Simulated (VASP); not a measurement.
Here is a VASP 6.6.1 calculation.

Contents of INCAR:

```
PREC = Accurate
ENCUT = 520
EDIFF = 1E-7
ISMEAR = 0
SIGMA = 0.05
LREAL = F
LASPH = T
NELM = 60
ALGO = Normal
ISIF = 2
LWAVE = F
LCHARG = F
GGA = PS
NBANDS = 11
```

File KPOINTS:

```
regular mesh
0
Gamma
  12 12 12
```

The input POSCAR:

```
BAs
1.0
    0.0000000000      2.0865469400      3.1298204100
    2.0865469400      0.0000000000      3.1298204100
    2.0865469400      2.0865469400      0.0000000000
B As
1 1
Direct
    0.0000000000      0.0000000000      0.0000000000
    0.7500000000      0.7500000000      0.7500000000
```

Potentials or basis: VASP PAW PBE potentials, release 64 (B, As).

The run is started by

```console
$ cat potpaw_PBE.64/B/POTCAR potpaw_PBE.64/As/POTCAR > POTCAR
$ mpirun -np 1 vasp_std > vasp.out
```

Question: Predict the pressure.

Answer: 0.7 GPa.

Question: Predict the band gap on the k mesh.

Answer: Zero (bands 4 and 5 overlap by 2.39 eV).

Stress tensor (GPa, compression positive):
```
 20.32   0.00   0.00
  0.00  20.32   0.00
  0.00   0.00 -38.62
```

Caveat: the PAW data sets were made with another functional, which shifts forces and pressure a little.
